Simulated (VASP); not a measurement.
# BeS3 (Pm-3n) in VASP: notebook, part 2 of 2

VASP 6.6.1. The steps go on from the part before.

**4. Relaxation of cell and atoms, PBE**

This run uses another cell than the first one, of 14.62 Å³/atom.

The input, INCAR:

```
SYSTEM = BeS3
ALGO = Normal
EDIFF = 1E-7
EDIFFG = -0.01
ENCUT = 600
GGA = PE
GGA_COMPAT = .FALSE.
IBRION = 2
ISIF = 3
ISMEAR = 0
LASPH = .TRUE.
LCHARG = .FALSE.
LREAL = .FALSE.
LWAVE = .FALSE.
NELM = 120
NELMIN = 4
NSW = 100
PREC = Accurate
SIGMA = 0.1
```

The input, KPOINTS:

```
k-points
0
G
  8 8 8
  0 0 0
```

The input, POSCAR:

```
BeS3
1.0
    4.8908584056      0.0000000000      0.0000000000
    0.0000000000      4.8908584056      0.0000000000
    0.0000000000      0.0000000000      4.8908584056
Be S
2 6
Direct
    0.0000000000      0.0000000000      0.0000000000
    0.5000000000      0.5000000000      0.5000000000
    0.0000000000      0.5000000000      0.2500000000
    0.0000000000      0.5000000000      0.7500000000
    0.2500000000      0.0000000000      0.5000000000
    0.7500000000      0.0000000000      0.5000000000
    0.5000000000      0.7500000000      0.0000000000
    0.5000000000      0.2500000000      0.0000000000
```

Potentials or basis: VASP PAW PBE potentials, release 64 (Be, S).

Started as:

```sh
cat potpaw_PBE.64/Be/POTCAR potpaw_PBE.64/S/POTCAR > POTCAR
mpirun -np 1 vasp_std > vasp.out
```

OUTCAR:

```text
SYSTEM = BeS3
   EDIFF = 1E-7
   EDIFFG = -0.01
   ENCUT = 600
   GGA = PE
   IBRION = 2
   ISIF = 3
   ISMEAR = 0
   LASPH = .TRUE.
   LREAL = .FALSE.
   NELM = 120
   NELMIN = 4
   NSW = 100
   PREC = Accurate

 ion  position               nearest neighbor table
   1  0.000  0.000  0.000-
   2  0.500  0.500  0.500-
   3  0.000  0.500  0.250-   4 2.45   4 2.45
   4  0.000  0.500  0.750-   3 2.45   3 2.45
   5  0.250  0.000  0.500-   6 2.45   6 2.45
   6  0.750  0.000  0.500-   5 2.45   5 2.45
   7  0.500  0.750  0.000-   8 2.45   8 2.45
   8  0.500  0.250  0.000-   7 2.45   7 2.45

  LATTYP: Found a simple cubic cell.
 ALAT       =     4.8908584056

  Lattice vectors:

 A1 = (   4.8908584056,   0.0000000000,   0.0000000000)
 A2 = (   0.0000000000,   4.8908584056,   0.0000000000)
 A3 = (   0.0000000000,   0.0000000000,   4.8908584056)

Analysis of symmetry for initial positions (statically):
=====================================================================
[... 239 lines left out ...]

 E-fermi :   7.1766     XC(G=0): -10.7804

 val. band max:        7.1764598542   @ k =   0.3750   0.1250   0.1250
 cond. band min:       7.1957216066   @ k =   0.3750   0.3750   0.1250
 fundamental gap:      0.0192617524
 Fermi energy:         7.1765826400

 k-point     1 :       0.0000    0.0000    0.0000
  band No.  band energies     occupation
      1      -9.3333      2.00000
      2      -6.4750      2.00000
      3      -6.4750      2.00000
      4      -3.9121      2.00000
      5      -3.9121      2.00000
      6      -3.9121      2.00000
[... 661 lines left out ...]
     24       9.5258      0.00000
     25       9.6422      0.00000

 [... further k-points ...]
[... 5 lines left out ...]
  --------------------------------------------------------------------------------------
  -------------------------------------------------------------------------------------
  Total       -0.0170579     -0.0170579     -0.0170579      0.0000000     -0.0000000     -0.0000000
  in kB       -0.2323331     -0.2323331     -0.2323331      0.0000000     -0.0000000     -0.0000000
  external PRESSURE =      -0.2323331 kB  Pullay stress =       0.0000000 kB

 VOLUME and BASIS-vectors are now :
 -----------------------------------------------------------------------------
  energy-cutoff  :      600.00
  volume of cell :      117.63
      direct lattice vectors                 reciprocal lattice vectors
     4.899765210 -0.000000000 -0.000000000     0.204091412  0.000000000  0.000000000
    -0.000000000  4.899765210 -0.000000000     0.000000000  0.204091412  0.000000000
    -0.000000000  0.000000000  4.899765210     0.000000000  0.000000000  0.204091412

 POSITION                                       TOTAL-FORCE (eV/Angst)
 -----------------------------------------------------------------------------------
      4.89977      4.89977     -0.00000         0.000000     -0.000000     -0.000000
      2.44988      2.44988      2.44988         0.000000     -0.000000     -0.000000
     -0.00000      2.44988      1.22494        -0.000000      0.000000     -0.000000
     -0.00000      2.44988      3.67482         0.000000     -0.000000     -0.000000
      1.22494      4.89977      2.44988        -0.000000     -0.000000     -0.000000
      3.67482     -0.00000      2.44988         0.000000      0.000000      0.000000
      2.44988      3.67482      4.89977         0.000000      0.000000     -0.000000
      2.44988      1.22494     -0.00000        -0.000000     -0.000000      0.000000
 -----------------------------------------------------------------------------------
    total drift:                                0.000000      0.000000      0.000000

  FREE ENERGIE OF THE ION-ELECTRON SYSTEM (eV)
  ---------------------------------------------------
  free  energy   TOTEN  =       -24.9197576573 eV

  energy  without entropy=      -24.8796286874  energy(sigma->0) =      -24.89969317

 reached required accuracy - stopping structural energy minimisation
```

CONTCAR:

```text
BeS3
   1.00000000000000
     4.8997652098360929   -0.0000000000000000   -0.0000000000000000
    -0.0000000000000000    4.8997652098360929   -0.0000000000000000
    -0.0000000000000000    0.0000000000000000    4.8997652098360929
  Be              S
     2     6
Direct
     1.0000000000000000    1.0000000000000000    0.0000000000000000
     0.5000000000000000    0.5000000000000000    0.5000000000000000
     0.0000000000000000    0.5000000000000000    0.2500000000000000
     0.0000000000000000    0.5000000000000000    0.7500000000000000
     0.2500000000000000    1.0000000000000000    0.5000000000000000
     0.7500000000000000    0.0000000000000000    0.5000000000000000
     0.5000000000000000    0.7500000000000000    1.0000000000000000
     0.5000000000000000    0.2500000000000000    0.0000000000000000

  0.00000000E+00  0.00000000E+00  0.00000000E+00
  0.00000000E+00  0.00000000E+00  0.00000000E+00
  0.00000000E+00  0.00000000E+00  0.00000000E+00
  0.00000000E+00  0.00000000E+00  0.00000000E+00
  0.00000000E+00  0.00000000E+00  0.00000000E+00
  0.00000000E+00  0.00000000E+00  0.00000000E+00
  0.00000000E+00  0.00000000E+00  0.00000000E+00
  0.00000000E+00  0.00000000E+00  0.00000000E+00
```

Run time: 3.1 min. Hardware: 1 thread of Intel Xeon 8259CL, shared host; peak memory 0.3 GiB.

Results:

* Free energy: -24.9198 eV
* Relaxed volume: 14.70 Å³/atom
* Relaxed cell: a = 4.900 Å, b = 4.900 Å, c = 4.900 Å, α = 90.00°, β = 90.00°, γ = 90.00°
* Space group after relaxing (to 0.1 Å): Pm-3n (No. 223)
* Energy gained by relaxing: 0.1 meV/atom
* Ionic steps: 2
* Pressure after relaxing: 0.0 GPa
* Band gap on the k mesh: zero (bands 20 and 21 overlap by 0.99 eV)

The path:
```csv
step,energy change (eV),largest force (eV/Å),pressure (GPa),volume (Å³)
1,0.0000,0.0000,0.41,116.99
2,-0.0008,0.0000,-0.02,117.63
```

Final structure:
```cif
data_structure
_symmetry_space_group_name_H-M 'P 1'
_symmetry_Int_Tables_number 1
_cell_length_a 4.8998
_cell_length_b 4.8998
_cell_length_c 4.8998
_cell_angle_alpha 90.000
_cell_angle_beta 90.000
_cell_angle_gamma 90.000
_cell_volume 117.63
loop_
_atom_site_label
_atom_site_type_symbol
_atom_site_fract_x
_atom_site_fract_y
_atom_site_fract_z
_atom_site_occupancy
Be1 Be 0.00000 0.00000 0.00000 1
Be2 Be 0.50000 0.50000 0.50000 1
S1 S 0.00000 0.50000 0.25000 1
S2 S 0.00000 0.50000 0.75000 1
S3 S 0.25000 0.00000 0.50000 1
S4 S 0.75000 0.00000 0.50000 1
S5 S 0.50000 0.75000 0.00000 1
S6 S 0.50000 0.25000 0.00000 1
```

Levels at points of the mesh, in eV from the Fermi level:
```tsv
k point	band 17	band 18	band 19	band 20	band 21	band 22	band 23	band 24
(0.00, 0.00, 0.00)	-2.36	-2.36	-0.03	-0.03	-0.03	0.66	1.01	3.86
(0.50, 0.00, 0.00)	-1.57	-1.57	-1.53	-1.53	0.51	0.51	1.33	1.33
(0.50, 0.50, 0.00)	-1.92	-0.66	-0.59	-0.59	0.60	0.60	1.02	2.86
(0.50, 0.50, 0.50)	-1.18	-1.18	-1.18	-1.18	-0.76	-0.76	-0.76	-0.76
```

**5. Overview**

| task | cell | k mesh | gap on the mesh (eV) | pressure (GPa) | relaxed volume (Å³/atom) |
| --- | --- | --- | --- | --- | --- |
| single point | a = 4.901 Å, 8 atoms | 8 × 8 × 8 | none | -0.1 | - |
| relaxation of cell and atoms | relaxed from a = 5.273 Å, 8 atoms | 4 × 4 × 4 | none | -0.2 | 14.57 |
| relaxation of cell and atoms | relaxed from a = 4.891 Å, 8 atoms | 8 × 8 × 8 | none | 0.0 | 14.70 |

Alike in all rows: level PBE; potentials or basis VASP PAW PBE potentials, release 64 (Be, S); no spin polarisation; cutoff (eV) 600; smearing gaussian 0.1 eV.

Caveats: the volume moved by over 15 % at a fixed basis, so the end points are rough (at least some runs).

Total energies depend on the potentials used, so only differences within one code and one set of settings carry meaning.
